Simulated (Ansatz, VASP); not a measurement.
**Two plane-wave programs on AlAs**

```
Al As
1.0
     0.00000    2.90116    2.97192
     2.90116    0.00000    2.97192
     2.90116    2.90116    0.00000
Al As
1 1
Direct
  0.00000 0.00000 0.00000
  0.75000 0.75000 0.75000
```

Change from the starting cell: strain +0.025 along x and y, +0.050 along z, atoms carried along.

Alike in both runs: task single point; functional PBEsol; k mesh 8 × 8 × 8; occupations gaussian, width 0.05 eV; no spin polarisation.

|  | VASP | Ansatz |
| --- | --- | --- |
| version | VASP 6.6.1 | Ansatz 0.2.0 |
| potentials or method | VASP PAW PBE potentials, release 64 (Al, As), cutoff 500 eV | scalar-relativistic, plane waves, PAW |
| valence electrons in the cell | 8 | 18 |

```csv
,VASP,Ansatz,Ansatz less VASP
gap on the k mesh at the Fermi level (eV),1.19,1.18,-0.014
least direct gap on the mesh (eV),1.19,1.18,-0.014
pressure (GPa),-5.2,-5.4,-0.18
"traceless stress, the component that is largest in VASP (GPa)",-0.92,-0.92,-0.003
```

VASP's potentials were made for PBE, not for PBEsol. With one functional, cell and mesh, what is left measures potentials, basis and numerics. VASP's potentials hold 8 valence electrons a cell and Ansatz's 18, so a difference there can come from the potentials and not from the codes.
